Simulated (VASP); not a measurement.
Runs of VASP 6.6.1 on Rh. It takes space group Fm-3m (No. 225, cubic). Conventional cell: a = 3.796 Å, b = 3.796 Å, c = 3.796 Å, α = 90.00°, β = 90.00°, γ = 90.00°. Rh (site symmetry m-3m) has 12 Rh at 2.68 Å within 3.5 Å. 

```tsv
level	gap on the mesh (eV)	pressure (GPa)
PBE	none	(a)
revPBE	none	11.1
PBEsol	none	-3.6
BLYP	none	(b)
RPBE	none	12.5
```

Alike in all rows: task single point; potentials or basis VASP PAW PBE potentials, release 64 (Rh_pv); no spin polarisation; cell as given; k mesh 14 × 14 × 14; cutoff (eV) 520; smearing methfessel-paxton 0.15 eV.

Problem. Estimate the missing entries.

Solution. (a) 7.5; (b) 22.1.

Caveats: the PAW data sets were made with another functional, which shifts forces and pressure a little (some runs).

A k mesh can miss the band edges, and the runs leave out spin-orbit coupling on Rh.

A gap of «none» marks levels without a gap at the run's occupations.
